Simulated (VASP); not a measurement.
# Sc: single point with LDA

Crystal: Sc.

```
Sc
1.0
    -1.87900    1.87900    2.38050
     1.87900   -1.87900    2.38050
     1.87900    1.87900   -2.38050
Sc
1
Direct
  0.00000 0.00000 0.00000
```

```
Program                : VASP 6.6.1
Task                   : single point
Functional             : LDA
Potentials or basis    : VASP PAW LDA potentials, release 64 (Sc_sv)
Cutoff                 : 520 eV
k mesh                 : 9 × 9 × 9
Occupations            : gaussian, width 0.05 eV
Spin                   : no spin polarisation
Dipole correction      : no
Further INCAR settings : ALGO = Normal; EDIFF = 1e-06; NBANDS = 12
```

```
Pressure               : -12.0 GPa
Band gap on the k mesh : zero (an odd number of electrons rules out a gap without spin polarisation)
```

Stress tensor (GPa, compression positive):
```
-12.67   0.00   0.00
  0.00 -12.67   0.00
  0.00   0.00 -10.75
```

Levels at points of the mesh, in eV from the Fermi level:
| k point | band 2 | band 3 | band 4 | band 5 | band 6 | band 7 | band 8 | band 9 |
| --- | --- | --- | --- | --- | --- | --- | --- | --- |
| (0.00, 0.00, 0.00) | -28.50 | -28.50 | -28.49 | -4.47 | 0.96 | 0.96 | 1.41 | 1.68 |

Wall time 56 s on 1 thread of Intel Xeon 8259CL, with other jobs on the host, peak memory 0.16 GiB.

Caveat: the cell stands under tension.
